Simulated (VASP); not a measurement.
# Cu (P6_3/mmc) in VASP: further runs

The runs below take Cu through single point, with r2SCAN.

All numbers are computed with VASP 6.6.1; they aren't measurements. Logs are shortened: lines on timing, memory, paths and dates and some standing lists are left out, and cuts for length are marked.

## 1. The cell of the first run

It takes space group P6_3/mmc (No. 194, hexagonal). The conventional cell has a = 2.534 Å, b = 2.534 Å, c = 4.113 Å, α = 90.00°, β = 90.00°, γ = 120.00°. Within 3.3 Å of Cu (site symmetry -6m2) lie 12 Cu at 2.52 to 2.53 Å.

## 2. Single point, r2SCAN

File POSCAR:

```
Cu
1.0
    2.5340966698      0.0000000000      0.0000000000
   -1.2670483349      2.1945920917      0.0000000000
    0.0000000000      0.0000000000      4.1125710000
Cu
2
Direct
    0.6666666667      0.3333333333      0.7500000000
    0.3333333333      0.6666666667      0.2500000000
```

File INCAR.step1:

```
ALGO     = Normal         # electronic algorithm
EDIFF    = 1E-4           # SCF threshold, eV
ENCUT    = 520            # plane-wave cutoff, eV
GGA      = PE             # functional
ISMEAR   = -1             # smearing method
LASPH    = T              # aspherical terms in the spheres
LCHARG   = F              # write CHGCAR
LREAL    = F              # projectors in reciprocal space
LWAVE    = T              # write WAVECAR
NBANDS   = 18             # bands
NELM     = 80             # most SCF steps
PREC     = Accurate       # precision mode
SIGMA    = 0.05           # smearing width, eV
```

File INCAR.step2:

```
ALGO     = Normal         # electronic algorithm
EDIFF    = 1E-7           # SCF threshold, eV
ENCUT    = 520            # plane-wave cutoff, eV
ISIF     = 2              # what is computed and relaxed
ISMEAR   = -1             # smearing method
ISTART   = 1            
LASPH    = T              # aspherical terms in the spheres
LCHARG   = T              # write CHGCAR
LELF     = T              # ELF
LMIXTAU  = T            
LREAL    = F              # projectors in reciprocal space
LVHAR    = T            
LWAVE    = F              # write WAVECAR
METAGGA  = R2SCAN         # meta-GGA
NBANDS   = 18             # bands
NELM     = 80             # most SCF steps
PREC     = Accurate       # precision mode
SIGMA    = 0.05           # smearing width, eV
```

File KPOINTS:

```
k-points
0
Gamma
  10 10 6
```

Potentials or basis: VASP PAW PBE potentials, release 64 (Cu).

Launch:

```sh
> cat potpaw_PBE.64/Cu/POTCAR > POTCAR
> cp INCAR.step1 INCAR
> mpirun -np 1 vasp_std > vasp.out
> cp INCAR.step2 INCAR
> mpirun -np 1 vasp_std > vasp.out
```

OUTCAR:

```text
EDIFF = 1E-7
   ENCUT = 520
   ISIF = 2
   ISMEAR = -1
   ISTART = 1
   LASPH = T
   LREAL = F
   METAGGA = R2SCAN
   NELM = 80
   PREC = Accurate

 ion  position               nearest neighbor table
   1  0.667  0.333  0.750-   2 2.52   2 2.52   2 2.52   2 2.52   2 2.52   2 2.52
   2  0.333  0.667  0.250-   1 2.52   1 2.52   1 2.52   1 2.52   1 2.52   1 2.52

  LATTYP: Found a hexagonal cell.
 ALAT       =     2.5340966698
 C/A-ratio  =     1.6228942838

  Lattice vectors:

 A1 = (   2.5340966698,   0.0000000000,   0.0000000000)
 A2 = (  -1.2670483349,   2.1945920917,   0.0000000000)
 A3 = (   0.0000000000,   0.0000000000,   4.1125710000)

Analysis of symmetry for initial positions (statically):
=====================================================================
 Subroutine PRICEL returns:
 Original cell was already a primitive cell.

 Routine SETGRP: Setting up the symmetry group for a
 hexagonal supercell.

 Subroutine GETGRP returns: Found 24 space group operations
 (whereof 12 operations were pure point group operations)
 out of a pool of 24 trial point group operations.

The static configuration has the point symmetry D_3d.
 The point group associated with its full space group is D_6h.

Analysis of symmetry for dynamics (positions and initial velocities):
=====================================================================
 Subroutine PRICEL returns:
 Original cell was already a primitive cell.

 Routine SETGRP: Setting up the symmetry group for a
 hexagonal supercell.

 Subroutine GETGRP returns: Found 24 space group operations
 (whereof 12 operations were pure point group operations)
 out of a pool of 24 trial point group operations.

The dynamic configuration has the point symmetry D_3d.
 The point group associated with its full space group is D_6h.

 Subroutine INISYM returns: Found 24 space group operations
 (whereof 12 operations are pure point group operations),
 and found     1 'primitive' translations

----------------------------------------------------------------------------------------

                                     Primitive cell

  volume of cell :      22.8713

  direct lattice vectors                    reciprocal lattice vectors
     2.534096670  0.000000000  0.000000000     0.394617937  0.227832772  0.000000000
    -1.267048335  2.194592092  0.000000000     0.000000000  0.455665544  0.000000000
     0.000000000  0.000000000  4.112571000     0.000000000  0.000000000  0.243156896

  length of vectors
     2.534096670  2.534096670  4.112571000     0.455665544  0.455665544  0.243156896

  position of ions in fractional coordinates (direct lattice)
     0.666666667  0.333333333  0.750000000
     0.333333333  0.666666667  0.250000000

  ion indices of the primitive-cell ions
   primitive index   ion index
                 1           1
                 2           2

----------------------------------------------------------------------------------------

 KPOINTS: k-points

Automatic generation of k-mesh.
 Grid dimensions read from file:
 generate k-points for:   10   10    6

 Generating k-lattice:

  Cartesian coordinates                     Fractional coordinates (reciprocal lattice)
     0.039461794  0.022783277  0.000000000     0.100000000 -0.000000000  0.000000000
     0.000000000  0.045566554  0.000000000     0.000000000  0.100000000  0.000000000
     0.000000000  0.000000000  0.040526149     0.000000000  0.000000000  0.166666667

  Length of vectors
     0.045566554  0.045566554  0.040526149

  Shift w.r.t. Gamma in fractional coordinates (k-lattice)
     0.000000000  0.000000000  0.000000000

 Subroutine IBZKPT returns following result:
 ===========================================

 Found     56 irreducible k-points:

 Following reciprocal coordinates:
            Coordinates               Weight
  0.000000  0.000000  0.000000      1.000000
  0.100000 -0.000000  0.000000      6.000000
  0.200000 -0.000000  0.000000      6.000000
  0.300000  0.000000  0.000000      6.000000
  0.400000 -0.000000  0.000000      6.000000
  0.500000  0.000000  0.000000      3.000000
[... 16 lines left out ...]
  0.300000  0.100000  0.166667     24.000000
  0.400000  0.100000  0.166667     24.000000
 [... further k-points ...]
   k-points           NKPTS =     56   k-points in BZ     NKDIM =     56   number of bands    NBANDS=     18
   number of dos      NEDOS =    301   number of ions     NIONS =      2
   total plane-waves  NPLWV =  12800
   dimension x,y,z NGX =    20 NGY =   20 NGZ =   32
   dimension x,y,z NGXF=    40 NGYF=   40 NGZF=   64
   ions per type =               2
   NGX,Y,Z   is equivalent  to a cutoff of  13.12, 13.12, 12.94 a.u.
   NGXF,Y,Z  is equivalent  to a cutoff of  26.24, 26.24, 25.87 a.u.
 SYSTEM =  unknown system
   PREC   = accura    normal or accurate (medium, high low for compatibility)
   ISTART =      1    job   : 0-new  1-cont  2-samecut
   ICHARG =      0    charge: 1-file 2-atom 10-const
   ISPIN  =      1    spin polarized calculation?
   LNONCOLLINEAR =      F non collinear calculations
   LSORBIT =      F    spin-orbit coupling
   LASPH  =      T    aspherical Exc in radial PAW
   ENCUT  =  520.0 eV  38.22 Ry    6.18 a.u.   4.71  4.71  7.65*2*pi/ulx,y,z
   NELM   =     80;   NELMIN=  2; NELMDL=  0     # of ELM steps
   EDIFF  = 0.1E-06   stopping-criterion for ELM
   LREAL  =      F    real-space projection
   EDIFFG = 0.1E-05   stopping-criterion for IOM
   NSW    =      0    number of steps for IOM
   IBRION =     -1    ionic relax: 0-MD 1-quasi-New 2-CG
   NFREE  =      0    steps in history (QN), initial steepest desc. (CG)
   ISIF   =      2    stress and relaxation
   ISYM   =      2    0-nonsym 1-usesym 2-fastsym
   POTIM  = 0.5000    time-step for ionic-motion
   TEBEG  =    0.0;   TEEND  =   0.0 temperature during run
   PSTRESS=    0.0 pullay stress
   NELECT =      22.0000    total number of electrons
   NUPDOWN=      -1.0000    fix difference up-down
   EMIN   =  10.00;   EMAX   =-10.00  energy-range for DOS
   EFERMI =   0.00;   METHOD = LEGACY
   ISMEAR =    -1;   SIGMA  =   0.05  broadening in eV -4-tet -1-fermi 0-gaus
   EFERMI_NEDOS =   21; number of points for ismear=-14 and -15
   IALGO  =     38    algorithm
   IMIX   =      4    mixing-type and parameters
     AMIX     =   0.40;   BMIX     =  1.00
     AMIX_MAG =   1.60;   BMIX_MAG =  1.00
  volume/ion in A,a.u.               =      11.44        77.17
  Fermi-wavevector in a.u.,A,eV,Ry     =   1.616041  3.053874 35.532800  2.611587
  Thomas-Fermi vector in A             =   2.710691
   LORBIT       =      0    0 simple, 1 ext, 2 COOP (PROOUT), +10 PAW based schemes
   METAGGA = R2SCAN    functional components
   LHFCALC =     F    Hartree Fock is set to
   AEXX    =    0.0000 exact exchange contribution
   IVDW    =     0    specifies the selected vdW correction
   LEPSILON=     F    determine dielectric tensor
   LRPA    =     F    only Hartree local field effects (RPA)
 non-spin polarized calculation
  energy-cutoff  :      520.00
  volume of cell :       22.87
 maximum number of plane-waves:       640
 NGX is ok and might be reduce to    20
   NGX =  9   NGY =  9   NGZ = 15

 number of electron      21.9999979 magnetization

 Free energy of the ion-electron system (eV)
  ---------------------------------------------------
  ext. energy  EPLUGINS =         0.00000000
  ---------------------------------------------------
  free energy    TOTEN  =       -21.61862602 eV

  energy without entropy =      -21.61133450  energy(sigma->0) =      -21.61498026

 E-fermi :   7.7113     XC(G=0): -13.9615

 val. band max:        7.6583060806   @ k =   0.5000   0.0000   0.1667
 cond. band min:       7.7185449266   @ k =   0.3000   0.0000   0.3333
 fundamental gap:      0.0602388460
 Fermi energy:         7.7112960592

 k-point     1 :       0.0000    0.0000    0.0000
  band No.  band energies     occupation
      1      -2.1245      2.00000
      2       2.3860      2.00000
      3       4.5802      2.00000
      4       4.6186      2.00000
      5       4.6188      2.00000
      6       4.8461      2.00000
[... 10 lines left out ...]
     17      32.5745      0.00000
     18      32.5746      0.00000

 k-point     2 :       0.1000   -0.0000    0.0000
  band No.  band energies     occupation
      1      -1.7833      2.00000
      2       2.5733      2.00000
      3       4.3948      2.00000
      4       4.7417      2.00000
      5       4.7491      2.00000
      6       4.8129      2.00000
[... 10 lines left out ...]
     17      33.3486      0.00000
     18      33.8766      0.00000

 k-point     3 :       0.2000   -0.0000    0.0000
  band No.  band energies     occupation
      1      -0.7960      2.00000
      2       2.9952      2.00000
      3       4.1502      2.00000
      4       4.1525      2.00000
      5       4.6295      2.00000
      6       4.8757      2.00000
[... 10 lines left out ...]
     17      29.1764      0.00000
     18      31.4791      0.00000

 k-point     4 :       0.3000    0.0000    0.0000
  band No.  band energies     occupation
      1       0.6782      2.00000
      2       3.1857      2.00000
      3       3.5746      2.00000
      4       4.0769      2.00000
      5       4.6238      2.00000
      6       4.6920      2.00000
[... 375 lines left out ...]
      4       3.9988      2.00000
      5       4.4963      2.00000
      6       4.7252      2.00000
[... 10 lines left out ...]
     17      27.9907      0.00000
     18      30.2134      0.00000

 k-point    23 :       0.3000    0.1000    0.1667
  band No.  band energies     occupation
      1       1.7890      2.00000
      2       3.2300      2.00000
      3       3.3956      2.00000
      4       3.9640      2.00000
      5       4.5201      2.00000
      6       4.7712      2.00000
[... 10 lines left out ...]
     17      26.4470      0.00000
     18      26.8104      0.00000

 k-point    24 :       0.4000    0.1000    0.1667
  band No.  band energies     occupation
      1       2.5838      2.00000
      2       3.0662      2.00000
      3       3.4375      2.00000
      4       3.8719      2.00000
      5       4.4915      2.00000
      6       4.9425      2.00000
[... 10 lines left out ...]
     17      23.0386      0.00000
     18      26.0990      0.00000

 [... further k-points ...]
[... 5 lines left out ...]
  --------------------------------------------------------------------------------------
  -------------------------------------------------------------------------------------
  Total        0.1823590      0.1823590      0.1353540      0.0000000      0.0000000      0.0000000
  in kB       12.7746020     12.7746020      9.4818127      0.0000000      0.0000000      0.0000000
  external PRESSURE =      11.6770055 kB  Pullay stress =       0.0000000 kB

 VOLUME and BASIS-vectors are now :
 -----------------------------------------------------------------------------
  energy-cutoff  :      520.00
  volume of cell :       22.87
      direct lattice vectors                 reciprocal lattice vectors
     2.534096670  0.000000000  0.000000000     0.394617937  0.227832772  0.000000000
    -1.267048335  2.194592092  0.000000000     0.000000000  0.455665544  0.000000000
     0.000000000  0.000000000  4.112571000     0.000000000  0.000000000  0.243156896

 POSITION                                       TOTAL-FORCE (eV/Angst)
 -----------------------------------------------------------------------------------
      1.26705      0.73153      3.08443         0.000000     -0.000000      0.000000
     -0.00000      1.46306      1.02814        -0.000000      0.000000      0.000000
 -----------------------------------------------------------------------------------
    total drift:                               -0.000000      0.000000     -0.000000

  FREE ENERGIE OF THE ION-ELECTRON SYSTEM (eV)
  ---------------------------------------------------
  free  energy   TOTEN  =       -21.6186260209 eV

  energy  without entropy=      -21.6113345049  energy(sigma->0) =      -21.61498026
```

Run time: 59 s. Hardware: 1 thread of Intel Xeon Platinum 8488C (Sapphire Rapids), shared host; peak memory 0.14 GiB.

What came out:

```yaml
Free_energy: -21.6186 eV
Pressure: 1.2 GPa
Band_gap_on_the_k_mesh: zero (band 11 reaches 11.04 eV, above the bottom of band 12 at 5.69 eV)
```

Stress tensor (GPa, compression positive):
```
1.28 0.00 0.00
0.00 1.28 0.00
0.00 0.00 0.95
```

Caveat: the PAW data sets were made with another functional, which shifts forces and pressure a little.

## 3. Single point, r2SCAN

POSCAR is that of step 2.

File INCAR.step1:

```
SYSTEM = Cu
PREC = Accurate
ENCUT = 520
ISMEAR = -1
SIGMA = 0.05
LREAL = .FALSE.
LASPH = .TRUE.
NELM = 80
NBANDS = 18
GGA = PE
ALGO = Normal
EDIFF = 1E-4
LWAVE = .TRUE.
LCHARG = .FALSE.
```

File INCAR.step2:

```
SYSTEM = Cu
PREC = Accurate
ENCUT = 520
EDIFF = 1E-6
ISMEAR = -1
SIGMA = 0.05
LREAL = .FALSE.
LASPH = .TRUE.
NELM = 80
ALGO = Normal
ISIF = 2
LWAVE = .FALSE.
LCHARG = .TRUE.
METAGGA = R2SCAN
LMIXTAU = .TRUE.
LELF = .TRUE.
LVHAR = .TRUE.
NBANDS = 18
ISTART = 1
```

File KPOINTS:

```
regular mesh
0
G
  10 10 6
  0 0 0
```

Potentials or basis: VASP PAW PBE potentials, release 64 (Cu).

Launch:

```sh
> cat potpaw_PBE.64/Cu/POTCAR > POTCAR
> cp INCAR.step1 INCAR
> mpirun -np 1 vasp_std > vasp.out
> cp INCAR.step2 INCAR
> mpirun -np 1 vasp_std > vasp.out
```

It took 51 s on 1 thread of Intel Xeon Platinum 8488C (Sapphire Rapids), shared host; peak memory 0.15 GiB.

It converged, with:

```
Free energy            : -21.6186 eV
Pressure               : 1.2 GPa
Band gap on the k mesh : zero (band 11 reaches 11.04 eV, above the bottom of band 12 at 5.69 eV)
```

Stress tensor (GPa, compression positive):
```
1.32 0.00 0.00
0.00 1.32 0.00
0.00 0.00 0.99
```

Levels at points of the mesh, in eV from the Fermi level:
```csv
k point,band 7,band 8,band 9,band 10,band 11,band 12,band 13,band 14,band 15,band 16
"(0.00, 0.00, 0.00)",-2.87,-2.59,-2.59,-1.78,-1.78,-0.99,4.32,22.42,23.22,23.22
"(0.50, 0.00, 0.00)",-2.82,-1.68,-1.63,-1.58,0.05,1.78,8.38,8.92,11.34,11.98
"(0.00, 0.00, 0.50)",-3.14,-3.14,-2.02,-2.02,-2.02,-2.02,13.52,13.52,23.18,23.18
"(0.50, 0.00, 0.50)",-1.96,-1.96,-1.62,-1.62,0.57,0.57,5.34,5.34,17.25,17.25
```

Caveat: the PAW data sets were made with another functional, which shifts forces and pressure a little.
